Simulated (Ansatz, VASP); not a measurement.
**One calculation of TiO2, two programs**

INCAR

```
PREC = Accurate
ENCUT = 520
EDIFF = 1E-6
ISMEAR = -1
SIGMA = 0.05
LREAL = False
LASPH = True
NELM = 80
ALGO = Normal
ISIF = 2
LWAVE = False
LCHARG = False
GGA = PE
NBANDS = 33
```

The input KPOINTS:

```
Automatic mesh
0
Gamma
  7 7 10
```

POSCAR

```
TiO2
1.0
    4.5940000000      0.0000000000      0.0000000000
    0.0000000000      4.5940000000      0.0000000000
    0.0000000000      0.0000000000      2.8998200000
Ti O
2 4
Direct
    0.0000000000      0.0000000000      0.0000000000
    0.5000000000      0.5000000000      0.5000000000
    0.3060000000      0.3060000000      0.0000000000
    0.1940000000      0.8060000000      0.5000000000
    0.6940000000      0.6940000000      0.0000000000
    0.8060000000      0.1940000000      0.5000000000
```

Input for Ansatz:

```yaml
crystal:
  lattice:
    - [4.594, 0.0, 0.0]
    - [0.0, 4.594, 0.0]
    - [0.0, 0.0, 2.89982]
  atoms:
    - { symbol: Ti, position: [0.0, 0.0, 0.0] }
    - { symbol: Ti, position: [0.5, 0.5, 0.5] }
    - { symbol: O, position: [0.306, 0.306, 0.0] }
    - { symbol: O, position: [0.194, 0.806, 0.5] }
    - { symbol: O, position: [0.694, 0.694, 0.0] }
    - { symbol: O, position: [0.806, 0.194, 0.5] }
kpoints:
  mp_grid: { grid: [7, 7, 10] }
  band_path:
    path:
      - [0.0, 0.0, 0.0]
      - [0.0, 0.5, 0.0]
      - [0.5, 0.5, 0.0]
      - [0.0, 0.0, 0.0]
      - [0.0, 0.0, 0.5]
      - [0.0, 0.5, 0.5]
      - [0.5, 0.5, 0.5]
      - [0.0, 0.0, 0.5]
      - [0.0, 0.5, 0.0]
    npoints: 5
scf:
  occupations: { method: fermi_dirac, width: 0.05 }
hamiltonian:
  xc: pbe
  pseudopotentials: { kind: all_electron, lapw: { basis_error: 0.0005 } }
output:
  forces: true
  stress: true
  eigenvalues: true
```

Change from the starting cell: zz strain of -2 %.

Alike in both runs: task single point; functional PBE; k mesh 7 × 7 × 10; occupations fermi-dirac, width 0.05 eV; no spin polarisation.

|  | VASP | Ansatz |
| --- | --- | --- |
| version | VASP 6.6.1 | Ansatz 0.2.0 |
| potentials or method | VASP PAW PBE potentials, release 64 (Ti_sv, O), cutoff 520 eV | all-electron LAPW, scalar-relativistic |

```csv
,VASP,Ansatz,Ansatz less VASP
gap on the k mesh at the Fermi level (eV),2.00,2.02,+0.019
pressure (GPa),12.5,11.7,-0.74
"traceless stress, the component that is largest in VASP (GPa)",4.62,4.33,-0.286
rms of the force components (eV/Å),0.200,0.182,-0.0182
```

Atom by atom the forces differ by 0.018 eV/Å (rms over components). Ansatz ran all-electron here, and VASP with PAW potentials.
